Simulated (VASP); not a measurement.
Here is a VASP 6.6.1 calculation.

Contents of INCAR:

```
SYSTEM = Yb
PREC = Accurate
ENCUT = 520
EDIFF = 1E-6
ISMEAR = -1
SIGMA = 0.05
LREAL = .FALSE.
LASPH = .TRUE.
NELM = 150
ALGO = Normal
ISIF = 2
LWAVE = .FALSE.
LCHARG = .TRUE.
ISPIN = 2
MAGMOM = 1.2
LORBIT = 11
NUPDOWN = 1.2
LMAXMIX = 6
GGA = PS
LELF = .TRUE.
LVHAR = .TRUE.
NBANDS = 22
```

The input KPOINTS:

```
Automatic mesh
0
G
  7 7 7
  0 0 0
```

The input POSCAR:

```
Yb
1.0
   -2.1514830000      2.1514830000      2.1514830000
    2.1514830000     -2.1514830000      2.1514830000
    2.1514830000      2.1514830000     -2.1514830000
Yb
1
Direct
    0.0000000000      0.0000000000      0.0000000000
```

Potentials or basis: VASP PAW PBE potentials, release 64 (Yb).

The run is started by

```sh
$ cat potpaw_PBE.64/Yb/POTCAR > POTCAR
$ mpirun -np 1 vasp_std > vasp.out
```

(1) What does it give for the pressure?

## Answers

(1) -3.2 GPa.

Caveat: the cell stands under tension; the PAW data sets were made with another functional, which shifts forces and pressure a little; the total moment is fixed, so each spin has its own Fermi level.
